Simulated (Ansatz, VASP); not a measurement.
# Ge in VASP and in Ansatz

File INCAR:

```
SYSTEM = Ge
PREC = Accurate
ENCUT = 520
EDIFF = 1E-6
ISMEAR = 0
SIGMA = 0.15
LREAL = .FALSE.
LASPH = .TRUE.
NELM = 80
ALGO = Normal
ISIF = 2
LWAVE = .FALSE.
LCHARG = .FALSE.
GGA = PS
NBANDS = 13
```

The input KPOINTS:

```
Automatic mesh
0
G
  20 20 18
  0 0 0
```

Contents of POSCAR:

```
Ge
1.0
    1.4809779400     -2.6005160000      0.0000000000
    1.4809779400      2.6005160000      0.0000000000
    0.0000000000      0.0000000000      2.6982310000
Ge
1
Direct
    0.5000000000      0.5000000000      0.0000000000
```

Input for Ansatz:

```yaml
crystal:
  lattice:
    - [1.48097794, -2.600516, 0.0]
    - [1.48097794, 2.600516, 0.0]
    - [0.0, 0.0, 2.698231]
  atoms:
    - { symbol: Ge, position: [0.5, 0.5, 0.0] }
basis:
  ecutwfc: 420
kpoints:
  mp_grid: { grid: [20, 20, 18] }
hamiltonian:
  xc: pbesol
scf:
  occupations: { method: gaussian, width: 0.15 }
output:
  forces: true
  stress: true
  eigenvalues: true
```

Change from the starting cell: strain +0.0600 x Voigt [1, 0, 0, 0, 0, 0], atoms carried along.

Alike in both runs: task single point; functional PBEsol; k mesh 20 × 20 × 18; occupations gaussian, width 0.15 eV; no spin polarisation.

```csv
,VASP,Ansatz
version,VASP 6.6.1,Ansatz 0.2.0
potentials or method,"VASP PAW PBE potentials, release 64 (Ge_d), cutoff 520 eV","scalar-relativistic, plane waves, PAW"
valence electrons in the cell,14,14
```

```tsv
	VASP	Ansatz	Ansatz less VASP
gap on the k mesh at the Fermi level (eV)	none	none	-
pressure (GPa)	-7.2	-7.1	+0.12
traceless stress, the component that is largest in VASP (GPa)	2.37	2.40	+0.027
```

VASP's potentials were made for PBE, not for PBEsol. A gap of «none» marks a metal or a gap that the smearing closes. The functional is the same, so the differences come from potentials, cutoffs and numerics.
